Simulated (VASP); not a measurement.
# Al (Im-3m) in VASP: notebook

Runs on Al. Level: PBE. Tasks: single point.

Everything below comes from runs of VASP 6.6.1. Logs are shortened: lines on timing, memory, paths and dates and some standing lists are left out, and cuts for length are marked.

## Step 1: The cell of the first run

Symmetry: Im-3m, No. 229, cubic system. Conventional cell: a = 2.536 Å, b = 2.536 Å, c = 2.536 Å, α = 90.00°, β = 90.00°, γ = 90.00°. Within 2.9 Å of Al (site symmetry m-3m) lie 14 Al at 2.20 to 2.54 Å.

## Step 2: Single point, PBE

The input, INCAR:

```
  PREC = Accurate
  ENCUT = 520
  EDIFF = 1E-7
  ISMEAR = -1
  SIGMA = 0.08
  LREAL = F
  LASPH = T
  NELM = 100
  ALGO = Normal
  ISIF = 2
  LWAVE = F
  LCHARG = F
  GGA = PE
  NBANDS = 8
```

The input, KPOINTS:

```
regular mesh
0
Gamma
  21 21 21
```

The input, POSCAR:

```
Al
1.0
   -1.2677516308      1.2677516308      1.2677516308
    1.2677516308     -1.2677516308      1.2677516308
    1.2677516308      1.2677516308     -1.2677516308
Al
1
Direct
    0.0000000000      0.0000000000      0.0000000000
```

Potentials or basis: VASP PAW PBE potentials, release 64 (Al).

Launch:

```bash
$ cat potpaw_PBE.64/Al/POTCAR > POTCAR
$ mpirun -np 1 vasp_std > vasp.out
```

OUTCAR:

```text
PREC = Accurate
   ENCUT = 520
   EDIFF = 1E-7
   ISMEAR = -1
   LREAL = F
   LASPH = T
   NELM = 100
   ISIF = 2
   GGA = PE

 ion  position               nearest neighbor table
   1  0.000  0.000  0.000-

  LATTYP: Found a body centered cubic cell.
 ALAT       =     2.5355032616

  Lattice vectors:

 A1 = (  -1.2677516308,   1.2677516308,   1.2677516308)
 A2 = (   1.2677516308,  -1.2677516308,   1.2677516308)
 A3 = (   1.2677516308,   1.2677516308,  -1.2677516308)

Analysis of symmetry for initial positions (statically):
=====================================================================
 Subroutine PRICEL returns:
 Original cell was already a primitive cell.

 Routine SETGRP: Setting up the symmetry group for a
 body centered cubic supercell.

 Subroutine GETGRP returns: Found 48 space group operations
 (whereof 48 operations were pure point group operations)
 out of a pool of 48 trial point group operations.

The static configuration has the point symmetry O_h .

Analysis of symmetry for dynamics (positions and initial velocities):
=====================================================================
 Subroutine PRICEL returns:
 Original cell was already a primitive cell.

 Routine SETGRP: Setting up the symmetry group for a
 body centered cubic supercell.

 Subroutine GETGRP returns: Found 48 space group operations
 (whereof 48 operations were pure point group operations)
 out of a pool of 48 trial point group operations.

The dynamic configuration has the point symmetry O_h .

 Subroutine INISYM returns: Found 48 space group operations
 (whereof 48 operations are pure point group operations),
 and found     1 'primitive' translations

----------------------------------------------------------------------------------------

                                     Primitive cell

  volume of cell :       8.1501

  direct lattice vectors                    reciprocal lattice vectors
    -1.267751631  1.267751631  1.267751631     0.000000000  0.394399019  0.394399019
     1.267751631 -1.267751631  1.267751631     0.394399019  0.000000000  0.394399019
     1.267751631  1.267751631 -1.267751631     0.394399019  0.394399019  0.000000000

  length of vectors
     2.195810236  2.195810236  2.195810236     0.557764442  0.557764442  0.557764442

  position of ions in fractional coordinates (direct lattice)
     0.000000000  0.000000000  0.000000000

  ion indices of the primitive-cell ions
   primitive index   ion index
                 1           1
[... 68 lines left out ...]
   LSORBIT =      F    spin-orbit coupling
   LASPH  =      T    aspherical Exc in radial PAW
   ENCUT  =  520.0 eV  38.22 Ry    6.18 a.u.   4.08  4.08  4.08*2*pi/ulx,y,z
   NELM   =    100;   NELMIN=  2; NELMDL= -5     # of ELM steps
   EDIFF  = 0.1E-06   stopping-criterion for ELM
   LREAL  =      F    real-space projection
   EDIFFG = 0.1E-05   stopping-criterion for IOM
   NSW    =      0    number of steps for IOM
   IBRION =     -1    ionic relax: 0-MD 1-quasi-New 2-CG
   NFREE  =      0    steps in history (QN), initial steepest desc. (CG)
   ISIF   =      2    stress and relaxation
   ISYM   =      2    0-nonsym 1-usesym 2-fastsym
   POTIM  = 0.5000    time-step for ionic-motion
   TEBEG  =    0.0;   TEEND  =   0.0 temperature during run
   PSTRESS=    0.0 pullay stress
   NELECT =       3.0000    total number of electrons
   NUPDOWN=      -1.0000    fix difference up-down
   EMIN   =  10.00;   EMAX   =-10.00  energy-range for DOS
   EFERMI =   0.00;   METHOD = LEGACY
   ISMEAR =    -1;   SIGMA  =   0.08  broadening in eV -4-tet -1-fermi 0-gaus
   EFERMI_NEDOS =   21; number of points for ismear=-14 and -15
   IALGO  =     38    algorithm
   IMIX   =      4    mixing-type and parameters
     AMIX     =   0.40;   BMIX     =  1.00
     AMIX_MAG =   1.60;   BMIX_MAG =  1.00
  volume/ion in A,a.u.               =       8.15        55.00
  Fermi-wavevector in a.u.,A,eV,Ry     =   1.173260  2.217141 18.728963  1.376540
  Thomas-Fermi vector in A             =   2.309676
   LORBIT       =      0    0 simple, 1 ext, 2 COOP (PROOUT), +10 PAW based schemes
   GGA     = PE    functional components
   LHFCALC =     F    Hartree Fock is set to
   AEXX    =    0.0000 exact exchange contribution
   IVDW    =     0    specifies the selected vdW correction
   LEPSILON=     F    determine dielectric tensor
   LRPA    =     F    only Hartree local field effects (RPA)
 non-spin polarized calculation
  energy-cutoff  :      520.00
  volume of cell :        8.15
 maximum number of plane-waves:       236
   NGX =  9   NGY =  9   NGZ =  9

 number of electron       3.0000000 magnetization

 Free energy of the ion-electron system (eV)
  ---------------------------------------------------
  ext. energy  EPLUGINS =         0.00000000
  ---------------------------------------------------
  free energy    TOTEN  =        -0.26088299 eV

  energy without entropy =       -0.25562603  energy(sigma->0) =       -0.25825451

 E-fermi :  17.6066     XC(G=0): -13.0858

 val. band max:       17.5906692446   @ k =  -0.3333   0.4762   0.1905
 cond. band min:      17.6333084144   @ k =   0.2857   0.1429   0.0476
 fundamental gap:      0.0426391698
 Fermi energy:        17.6066060166

 k-point     1 :       0.0000    0.0000    0.0000
  band No.  band energies     occupation
      1       0.9025      2.00000
      2      36.2102      0.00000
      3      36.2102      0.00000
      4      36.2102      0.00000
      5      40.6887      0.00000
      6      40.6887      0.00000
      7      43.5931      0.00000
      8      43.5931      0.00000
[... 243 lines left out ...]
 k-point    24 :       0.1905    0.0952    0.0000
  band No.  band energies     occupation
      1       3.7483      2.00000
      2      24.6291      0.00000
      3      28.4354      0.00000
      4      34.1557      0.00000
      5      36.6935      0.00000
      6      40.3578      0.00000
      7      45.1623      0.00000
      8      48.7050      0.00000

 [... further k-points ...]
[... 5 lines left out ...]
  --------------------------------------------------------------------------------------
  -------------------------------------------------------------------------------------
  Total       11.7642605     11.7642605     11.7642605      0.0000000      0.0000000      0.0000000
  in kB     2312.6647963   2312.6647963   2312.6647963      0.0000000      0.0000000      0.0000000
  external PRESSURE =    2312.6647963 kB  Pullay stress =       0.0000000 kB

 VOLUME and BASIS-vectors are now :
 -----------------------------------------------------------------------------
  energy-cutoff  :      520.00
  volume of cell :        8.15
      direct lattice vectors                 reciprocal lattice vectors
    -1.267751631  1.267751631  1.267751631     0.000000000  0.394399019  0.394399019
     1.267751631 -1.267751631  1.267751631     0.394399019  0.000000000  0.394399019
     1.267751631  1.267751631 -1.267751631     0.394399019  0.394399019  0.000000000

 POSITION                                       TOTAL-FORCE (eV/Angst)
 -----------------------------------------------------------------------------------
      0.00000      0.00000      0.00000         0.000000      0.000000     -0.000000
 -----------------------------------------------------------------------------------
    total drift:                               -0.000000      0.000000      0.000000

  FREE ENERGIE OF THE ION-ELECTRON SYSTEM (eV)
  ---------------------------------------------------
  free  energy   TOTEN  =        -0.2608829868 eV

  energy  without entropy=       -0.2556260292  energy(sigma->0) =       -0.25825451
```

Run time: 17 s. Hardware: 1 thread of AMD EPYC 7R13, shared host; peak memory 0.09 GiB.

Results:

```yaml
Free_energy: -0.2609 eV
Pressure: 231.3 GPa
```

## Step 3: Single point, PBE

The input, INCAR:

```
ALGO = Normal ; EDIFF = 1E-6
ENCUT = 520 ; GGA = PE
ISIF = 2 ; ISMEAR = -1
LASPH = True ; LCHARG = False
LREAL = False ; LWAVE = False
NBANDS = 8 ; NELM = 100
PREC = Accurate ; SIGMA = 0.08
```

The input, KPOINTS:

```
k-points
0
Gamma
  21 21 21
```

The input, POSCAR:

```
Al
1.0
   -1.2673011905      1.2673011905      1.2673011905
    1.2673011905     -1.2673011905      1.2673011905
    1.2673011905      1.2673011905     -1.2673011905
Al
1
Direct
    0.0000000000      0.0000000000      0.0000000000
```

Potentials or basis: VASP PAW PBE potentials, release 64 (Al).

Launch:

```bash
$ cat potpaw_PBE.64/Al/POTCAR > POTCAR
$ mpirun -np 1 vasp_std > vasp.out
```

Run time: 19 s. Hardware: 1 thread of AMD EPYC 7R13, shared host; peak memory 0.09 GiB.

It converged, with:

| Quantity | Value |
| --- | --- |
| Free energy | -0.2483 eV |
| Pressure | 232.1 GPa |

Levels at points of the mesh, in eV from the Fermi level:
| k point | band 1 | band 2 | band 3 | band 4 |
| --- | --- | --- | --- | --- |
| (0.00, 0.00, 0.00) | -16.71 | 18.61 | 18.61 | 18.61 |
